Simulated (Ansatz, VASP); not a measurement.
**TiCo in VASP and in Ansatz**

Contents of INCAR:

```
PREC = Accurate
ENCUT = 520
EDIFF = 1E-6
ISMEAR = -1
SIGMA = 0.03
LREAL = False
LASPH = True
NELM = 100
ALGO = Normal
ISIF = 2
LWAVE = False
LCHARG = True
GGA = PE
LELF = True
LVHAR = True
NBANDS = 18
```

KPOINTS

```
regular mesh
0
Gamma
  13 13 13
```

File POSCAR:

```
TiCo
1.0
    2.9861109900      0.0000000000      0.0000000000
    0.0000000000      2.9861109900      0.0000000000
    0.0000000000      0.0000000000      2.9861109900
Ti Co
1 1
Direct
    0.0000000000      0.0000000000      0.0000000000
    0.5000000000      0.5000000000      0.5000000000
```

Input for Ansatz:

```yaml
crystal:
  lattice:
    - [2.98611099, 0.0, 0.0]
    - [0.0, 2.98611099, 0.0]
    - [0.0, 0.0, 2.98611099]
  atoms:
    - { symbol: Ti, position: [0.0, 0.0, 0.0] }
    - { symbol: Co, position: [0.5, 0.5, 0.5] }
kpoints:
  mp_grid: { grid: [13, 13, 13] }
scf:
  occupations: { method: fermi_dirac, width: 0.03 }
  lower_state_search: "off"
hamiltonian:
  xc: pbe
  pseudopotentials: { kind: all_electron, lapw: { basis_error: 0.001 } }
output:
  forces: true
  stress: true
  eigenvalues: false
  populations: true
  dos: { projected: true, de: 0.1, e_range: [-8, 5] }
```

Alike in both runs: task single point; functional PBE; k mesh 13 × 13 × 13; occupations fermi-dirac, width 0.03 eV; no spin polarisation.

|  | VASP | Ansatz |
| --- | --- | --- |
| version | VASP 6.6.1 | Ansatz 0.2.0 |
| potentials or method | VASP PAW PBE potentials, release 64 (Ti_sv, Co), cutoff 520 eV | all-electron LAPW, scalar-relativistic |

VASP gave:

| Quantity | Value |
| --- | --- |
| pressure (GPa) | -2.9 |

Q: What did Ansatz give for the same quantities?

A: Pressure (GPa): -2.6.

Ansatz ran all-electron here, and VASP with PAW potentials.
